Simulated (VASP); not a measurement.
Wanted: the native input for a VASP 6.6.1 run.

| Property | Result |
| --- | --- |
| Task | single point |
| Functional | PBE |
| Potentials or basis | VASP PAW PBE potentials, release 64 (In_d, Ga_d, Sb, N) |
| Cutoff | 520 eV |
| k mesh | 4 × 4 × 4 |
| Occupations | gaussian, width 0.1 eV |
| Spin | no spin polarisation |
| Dipole correction | no |
| Further INCAR settings | ALGO = Normal; EDIFF = 1e-06; NBANDS = 40 |

The structure of In3GaSbN lies in POSCAR:

```
In3GaSbN
1.0
    3.9078407635      0.0000000000      0.0000000000
    0.0000000000      3.9078407635      0.0000000000
    0.0000000000      0.0000000000      9.8360979392
In Ga Sb N
3 1 1 1
Direct
    0.0000000000      0.0000000000      0.7802908270
    0.0000000000      0.0000000000      0.2197091730
    0.5000000000      0.5000000000      0.0000000000
    0.0000000000      0.0000000000      0.5000000000
    0.5000000000      0.5000000000      0.5000000000
    0.0000000000      0.0000000000      0.0000000000
```

The cell was generated, and may not be a known phase.

These files were run (other wordings do the same):

INCAR

```
SYSTEM = In3GaSbN
PREC     = Accurate       ! precision mode
ENCUT    = 520            ! plane-wave cutoff, eV
EDIFF    = 1E-6           ! SCF threshold, eV
ISMEAR   = 0              ! smearing method
SIGMA    = 0.1            ! smearing width, eV
LREAL    = .False.        ! projectors in reciprocal space
LASPH    = .True.         ! aspherical terms in the spheres
NELM     = 60             ! most SCF steps
ALGO     = Normal         ! electronic algorithm
ISIF     = 2              ! what is computed and relaxed
LWAVE    = .False.        ! write WAVECAR
LCHARG   = .False.        ! write CHGCAR
GGA      = PE             ! functional
NBANDS   = 40             ! bands
```

KPOINTS

```
Automatic mesh
0
Gamma
  4 4 4
  0 0 0
```

Potentials or basis: VASP PAW PBE potentials, release 64 (In_d, Ga_d, Sb, N).

Launch:

```bash
$ cat potpaw_PBE.64/In_d/POTCAR potpaw_PBE.64/Ga_d/POTCAR potpaw_PBE.64/Sb/POTCAR potpaw_PBE.64/N/POTCAR > POTCAR
$ mpirun -np 1 vasp_std > vasp.out
```

It gave:

```json
{
  "Pressure": "0.3 GPa",
  "Largest force": "0.026 eV/Å",
  "Band gap on the k mesh": "zero (bands 31 and 32 overlap by 1.62 eV)"
}
```

Caveat: the k points lie up to 0.40 Å⁻¹ apart, too coarse for converged energies and pressures of a metal; spin-orbit coupling is left out, which moves the levels of the heavy elements.

Run time: 2.3 min on 1 thread of Intel(R) Xeon(R) Platinum 8124M CPU @ 3.00GHz (Skylake/Cascade Lake), with other jobs on the host, peak memory 0.32 GiB.
